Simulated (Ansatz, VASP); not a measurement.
Two plane-wave programs on Li2S

Contents of POSCAR:

```
Li2S
1.0
    0.0000000000      2.8445000000      2.8445000000
    2.8445000000      0.0000000000      2.8445000000
    2.8445000000      2.8445000000      0.0000000000
Li S
2 1
Direct
    0.2500000000      0.2500000000      0.2500000000
    0.7500000000      0.7500000000      0.7500000000
    0.0000000000      0.0000000000      0.0000000000
```

The input INCAR.step1:

```
PREC = Accurate ; ENCUT = 830
ISMEAR = 0 ; SIGMA = 0.01
LREAL = False ; LASPH = True
NELM = 120 ; GGA = PE
ALGO = Normal ; EDIFF = 1E-5
LWAVE = True ; LCHARG = False
GGA_COMPAT = False ; IBRION = 2
ISIF = 3 ; EDIFFG = -0.005
NELMIN = 4 ; NSW = 100
```

The input INCAR.step2:

```
PREC = Accurate ; ENCUT = 830
EDIFF = 1E-7 ; ISMEAR = 0
SIGMA = 0.01 ; LREAL = False
LASPH = True ; NELM = 120
ALGO = Normal ; ISIF = 3
LWAVE = False ; LCHARG = False
METAGGA = R2SCAN ; LMIXTAU = True
IVDW = 13 ; VDW_S6 = 1.0
VDW_S8 = 0.6018749 ; VDW_A1 = 0.51559235
VDW_A2 = 5.77342911 ; IBRION = 2
NSW = 80 ; EDIFFG = -0.02
ISTART = 1 ; GGA_COMPAT = False
NELMIN = 4
```

KPOINTS

```
Automatic mesh
0
Gamma
  6 6 6
```

Input for Ansatz:

```yaml
crystal:
  lattice:
    - [0.0, 2.8445, 2.8445]
    - [2.8445, 0.0, 2.8445]
    - [2.8445, 2.8445, 0.0]
  atoms:
    - { symbol: Li, position: [0.25, 0.25, 0.25] }
    - { symbol: Li, position: [0.75, 0.75, 0.75] }
    - { symbol: S, position: [0.0, 0.0, 0.0] }
kpoints:
  mp_grid:
    grid: [6, 6, 6]
hamiltonian:
  xc: r2scan
  dispersion: d4
scf:
  occupations:
    method: fixed
relax:
  f_tol: 0.02
  cell: {}
```

Alike in both runs: task relaxation of cell and atoms; functional r2SCAN; dispersion D4; k mesh 6 × 6 × 6; no spin polarisation.

```csv
,VASP,Ansatz
version,VASP 6.6.1,Ansatz 0.2.0
potentials or method,"VASP PAW PBE potentials, release 64 (Li_sv, S)","plane waves, PAW"
plane-wave cutoff (eV),830,500
occupations,"gaussian, width 0.01 eV",fixed
valence electrons in the cell,12,12
```

|  | VASP | Ansatz | Ansatz less VASP |
| --- | --- | --- | --- |
| relaxed volume (Å³/atom) | 15.12 | 15.20 | +0.080 |
| relaxed cell length with the largest relative difference (Å) | 4.003 | 4.010 | +0.0071 |

VASP's potentials were made for PBE, not for r2SCAN.
